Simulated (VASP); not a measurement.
# HfB2 (P-1) in VASP: electric field gradients with PBEsol

Aim: the electric field gradients of HfB2 with PBEsol.

Everything below comes from runs of VASP 6.6.1. Logs are shortened: lines on timing, memory, paths and dates and some standing lists are left out, and cuts for length are marked.

## 1. The cell of the first run

The typed cell holds 3 atoms: a = 3.140 Å, b = 3.167 Å, c = 3.480 Å, α = 90.41°, β = 91.14°, γ = 120.85°.

## 2. Electric field gradients, PBEsol (equal xy, yz and zx shear strains of -2 %)

INCAR reads:

```
  ALGO = Normal
  EDIFF = 1E-8
  ENCUT = 520
  GGA = PS
  ISIF = 2
  ISMEAR = -1
  LASPH = True
  LCHARG = False
  LEFG = True
  LREAL = False
  LWAVE = False
  NBANDS = 15
  NELM = 100
  PREC = Accurate
  SIGMA = 0.03
```

KPOINTS reads:

```
k-points
0
Gamma
  15 15 12
```

POSCAR reads:

```
HfB2
1.0
    3.1400001005     -0.0314000010     -0.0314000010
   -1.5971932488      2.7350198554     -0.0114931980
   -0.0348000000     -0.0348000000      3.4800000000
Hf B
1 2
Direct
    0.0000000000      0.0000000000      0.0000000000
    0.3333333333      0.6666666667      0.5000000000
    0.6666666667      0.3333333333      0.5000000000
```

Potentials or basis: VASP PAW PBE potentials, release 64 (Hf_pv, B).

On the command line:

```
> cat potpaw_PBE.64/Hf_pv/POTCAR potpaw_PBE.64/B/POTCAR > POTCAR
> mpirun -np 1 vasp_std > vasp.out
```

OUTCAR:

```text
EDIFF = 1E-8
   ENCUT = 520
   GGA = PS
   ISIF = 2
   ISMEAR = -1
   LASPH = True
   LREAL = False
   NELM = 100
   PREC = Accurate

 ion  position               nearest neighbor table
   1  0.000  0.000  0.000-   3 2.47   2 2.47   3 2.49   2 2.49   2 2.52   3 2.52   2 2.53   3 2.53
                             2 2.54   3 2.54   3 2.54   2 2.54
   2  0.333  0.667  0.500-   3 1.80   3 1.81   3 1.83   1 2.47   1 2.49   1 2.52   1 2.53   1 2.54
                             1 2.54
   3  0.667  0.333  0.500-   2 1.80   2 1.81   2 1.83   1 2.47   1 2.49   1 2.52   1 2.53   1 2.54
                             1 2.54

  LATTYP: Found a triclinic cell.
 ALAT       =     3.1131420021
 B/A-ratio  =     1.0173814952
 C/A-ratio  =     1.1179534953
 COS(alpha) =     0.0072205084
 COS(beta)  =     0.0274156886
 COS(gamma) =     0.5000742387

  Lattice vectors:

 A1 = (  -1.5428068517,  -2.7036198544,   0.0428931990)
 A2 = (   1.5971932488,  -2.7350198554,   0.0114931980)
 A3 = (  -0.0348000000,  -0.0348000000,   3.4800000000)

Analysis of symmetry for initial positions (statically):
=====================================================================
 Subroutine PRICEL returns:
 Original cell was already a primitive cell.

 Routine SETGRP: Setting up the symmetry group for a
 triclinic supercell.

 Subroutine GETGRP returns: Found  2 space group operations
 (whereof  2 operations were pure point group operations)
 out of a pool of  2 trial point group operations.

The static configuration has the point symmetry S_2 .

Analysis of symmetry for dynamics (positions and initial velocities):
=====================================================================
 Subroutine PRICEL returns:
 Original cell was already a primitive cell.

 Routine SETGRP: Setting up the symmetry group for a
 triclinic supercell.

 Subroutine GETGRP returns: Found  2 space group operations
 (whereof  2 operations were pure point group operations)
 out of a pool of  2 trial point group operations.

The dynamic configuration has the point symmetry S_2 .

 Subroutine INISYM returns: Found  2 space group operations
 (whereof  2 operations are pure point group operations),
 and found     1 'primitive' translations

[... 154 lines left out ...]
      3     -22.4955      2.00000
      4      -6.1720      2.00000
      5       4.4815      2.00000
      6       4.5802      2.00000
      7       4.7792      2.00000
      8       4.8091      2.00000
      9      11.4230      0.00000
     10      11.5029      0.00000
     11      12.2108      0.00000
     12      12.2996      0.00000
     13      12.3119      0.00000
     14      12.5699      0.00000
[... 401 lines left out ...]
      2     -22.6507      2.00000
      3     -22.5435      2.00000
      4      -5.7917      2.00000
      5       3.6739      2.00000
      6       4.4819      2.00000
      7       4.6236      2.00000
      8       4.9044      2.00000
      9      10.3556      0.00000
     10      11.2011      0.00000
     11      11.3000      0.00000
     12      11.9176      0.00000
     13      13.4231      0.00000
     14      14.0461      0.00000
     15      14.5428      0.00000

 [... further k-points ...]

------------------------ aborting loop because EDIFF is reached ----------------------------------------

  FORCE on cell =-STRESS in cart. coord.  units (eV):
  Direction    XX          YY          ZZ          XY          YZ          ZX
  --------------------------------------------------------------------------------------
  -------------------------------------------------------------------------------------
  Total       -0.6920942     -0.7051689     -0.8903075      1.0226576      1.0072167      1.0087246
  in kB      -37.3282604    -38.0334495    -48.0189435     55.1572759     54.3244683     54.4057970
  external PRESSURE =     -41.1268845 kB  Pullay stress =       0.0000000 kB

 VOLUME and BASIS-vectors are now :
 -----------------------------------------------------------------------------
  energy-cutoff  :      520.00
  volume of cell :       29.71
      direct lattice vectors                 reciprocal lattice vectors
     3.140000101 -0.031400001 -0.031400001     0.320393321  0.187124192  0.005075175
    -1.597193249  2.735019855 -0.011493198     0.003715286  0.367813319  0.003715286
    -0.034800000 -0.034800000  3.480000000     0.002903176  0.002903176  0.287414385

 POSITION                                       TOTAL-FORCE (eV/Angst)
 -----------------------------------------------------------------------------------
      0.00000      0.00000      0.00000        -0.000000     -0.000000     -0.000000
     -0.03553      1.79548      1.72187        -0.021340      0.004091     -0.007652
      1.54354      0.87334      1.71524         0.021340     -0.004091      0.007652
 -----------------------------------------------------------------------------------
    total drift:                               -0.000000      0.000000      0.000000

  FREE ENERGIE OF THE ION-ELECTRON SYSTEM (eV)
  ---------------------------------------------------
  free  energy   TOTEN  =       -27.8283961127 eV

  energy  without entropy=      -27.8277163746  energy(sigma->0) =      -27.82805624

 Electric field gradients (V/A^2)
---------------------------------------------------------------------
 ion       V_xx      V_yy      V_zz      V_xy      V_xz      V_yz
---------------------------------------------------------------------
   1     -40.295   -39.780    80.075   -20.898   -41.565   -41.585
   2      -0.897    -0.868     1.766    -1.035    -0.736    -0.736
   3      -0.897    -0.868     1.766    -1.035    -0.736    -0.736
---------------------------------------------------------------------

 Electric field gradients after diagonalization (V/A^2)
 (convention: |V_zz| > |V_xx| > |V_yy|)
----------------------------------------------------------------------
 ion       V_xx      V_yy      V_zz     asymmetry (V_yy - V_xx)/ V_zz
----------------------------------------------------------------------
   1     -82.235   -19.139   101.374       0.622
   2       2.039     0.152    -2.192       0.861
   3       2.039     0.152    -2.192       0.861
----------------------------------------------------------------------

           NMR quadrupolar parameters

 Cq : quadrupolar parameter    Cq=e*Q*V_zz/h
 eta: asymmetry parameters     (V_yy - V_xx)/ V_zz
 Q  : nuclear electric quadrupole moment in mb (millibarn)
----------------------------------------------------------------------
 ion       Cq(MHz)       eta       Q (mb)
----------------------------------------------------------------------
   1       0.245       0.622       1.000
   2      -0.005       0.861       1.000
   3      -0.005       0.861       1.000
----------------------------------------------------------------------
```

OSZICAR:

```text
N       E                     dE             d eps       ncg     rms          rms(c)
DAV:   1     0.266521723143E+02    0.26652E+02   -0.80038E+03 40562   0.101E+03
DAV:   2    -0.285462616582E+02   -0.55198E+02   -0.51737E+02 53686   0.219E+02
DAV:   3    -0.300346763813E+02   -0.14884E+01   -0.14820E+01 53362   0.264E+01
DAV:   4    -0.300407570662E+02   -0.60807E-02   -0.60795E-02 47691   0.208E+00
DAV:   5    -0.300407926366E+02   -0.35570E-04   -0.35569E-04 53277   0.141E-01    0.535E+01
DAV:   6    -0.279459883846E+02    0.20948E+01   -0.25370E+00 49924   0.115E+01    0.389E+01
DAV:   7    -0.278980599341E+02    0.47928E-01   -0.91226E-01 52983   0.697E+00    0.108E+01
DAV:   8    -0.278329127421E+02    0.65147E-01   -0.24287E-01 48812   0.373E+00    0.155E+00
DAV:   9    -0.278286766322E+02    0.42361E-02   -0.20764E-02 48132   0.116E+00    0.424E-01
DAV:  10    -0.278283902948E+02    0.28634E-03   -0.91218E-04 52178   0.257E-01    0.241E-01
DAV:  11    -0.278283981881E+02   -0.78933E-05   -0.66881E-05 48573   0.607E-02    0.892E-02
DAV:  12    -0.278283960005E+02    0.21877E-05   -0.35257E-06 49980   0.138E-02    0.838E-03
DAV:  13    -0.278283960859E+02   -0.85419E-07   -0.21935E-07 51443   0.367E-03    0.171E-03
DAV:  14    -0.278283961005E+02   -0.14580E-07   -0.27878E-08 48601   0.134E-03    0.107E-03
DAV:  15    -0.278283961144E+02   -0.13887E-07   -0.20755E-09 24213   0.375E-04    0.762E-04
DAV:  16    -0.278283961127E+02    0.16880E-08   -0.14879E-10 21931   0.108E-04
   1 F= -.27828396E+02 E0= -.27828056E+02  d E =-.679738E-03
```

Run time: 7.9 min. Hardware: 1 thread of Intel Xeon 8259CL, shared host; peak memory 0.67 GiB.

Results:

* Free energy: -27.8284 eV
* Pressure: -4.1 GPa
* Largest force: 0.023 eV/Å
* Band gap on the k mesh: zero (bands 8 and 9 overlap by 1.04 eV)
* Largest electric field gradient by atom: Hf +101.4; B -2.2 V/Å²

Forces on the atoms (eV/Å):
```
Hf   0.000  0.000  0.000
B   -0.021  0.004 -0.008
B    0.021 -0.004  0.008
```

Electric field gradients, principal values (V/Å²):
| atom | least | middle | greatest (by size) |
| --- | --- | --- | --- |
| 1 Hf | -19.139 | -82.235 | 101.374 |
| 2 B | 0.152 | 2.039 | -2.192 |
| 3 B | 0.152 | 2.039 | -2.192 |

Caveat: the cell differs from its parent crystal (equal xy, yz and zx shear strains of -2 %); the cell stands under tension; without QUAD_EFG the Cq values of the log hold for a quadrupole moment of 1 mb, not for the nuclei; the PAW data sets were made with another functional, which shifts forces and pressure a little; spin-orbit coupling is left out, which moves the levels of the heavy elements.
